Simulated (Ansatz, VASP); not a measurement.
## Mg in VASP and in Ansatz

The input POSCAR:

```
Mg
1.0
    0.0000000000      2.2591190557      2.2591190557
    2.2591190557      0.0000000000      2.2591190557
    2.2591190557      2.2591190557      0.0000000000
Mg
1
Direct
    0.0000000000      0.0000000000      0.0000000000
```

INCAR.step1

```
PREC = Accurate
ENCUT = 520
EDIFF = 1E-5
ISMEAR = 0
SIGMA = 0.01
LREAL = False
LASPH = True
NELM = 100
ALGO = Normal
ISIF = 2
LWAVE = True
LCHARG = False
NBANDS = 7
GGA = PE
```

The input INCAR.step2:

```
PREC = Accurate
ENCUT = 520
EDIFF = 1E-6
ISMEAR = 0
SIGMA = 0.01
LREAL = False
LASPH = True
NELM = 100
ALGO = Normal
ISIF = 2
LWAVE = False
LCHARG = False
GGA = PE
LHFCALC = True
HFSCREEN = 0.2079
PRECFOCK = Normal
NBANDS = 7
ISTART = 1
```

KPOINTS

```
Automatic mesh
0
Gamma
  7 7 7
```

The input input.yaml:

```yaml
crystal:
  lattice:
    - [0.0, 2.2591190557, 2.2591190557]
    - [2.2591190557, 0.0, 2.2591190557]
    - [2.2591190557, 2.2591190557, 0.0]
  atoms:
    - { symbol: Mg, position: [0.0, 0.0, 0.0] }
hamiltonian:
  xc: hse06
  pseudopotentials: { kind: nc, source: spms }
kpoints:
  mp_grid: { grid: [7, 7, 7] }
scf:
  occupations: { method: gaussian, width: 0.01 }
output:
  forces: true
  stress: true
  eigenvalues: true
  write_density: true
  write_potential: true
  elf: true
  volumetric_format: npy
```

Alike in both runs: task single point; functional HSE06; k mesh 7 × 7 × 7; occupations gaussian, width 0.01 eV; no spin polarisation.

|  | VASP | Ansatz |
| --- | --- | --- |
| version | VASP 6.6.1 | Ansatz 0.2.0 |
| potentials or method | VASP PAW PBE potentials, release 64 (Mg) | SPMS NC |
| plane-wave cutoff (eV) | 520 | 762 |
| valence electrons in the cell | 2 | 10 |

VASP gave:

* pressure (GPa): -0.2

**Question.** Estimate Ansatz's values.

**Answer.** Pressure (GPa): 0.2.

VASP's potentials hold 2 valence electrons a cell and Ansatz's 10, so a difference there can come from the potentials and not from the codes.

Noted on Ansatz's run: odd divisions of the mesh miss points on the zone boundary, where band edges often lie, so the gap on the mesh can be too wide.
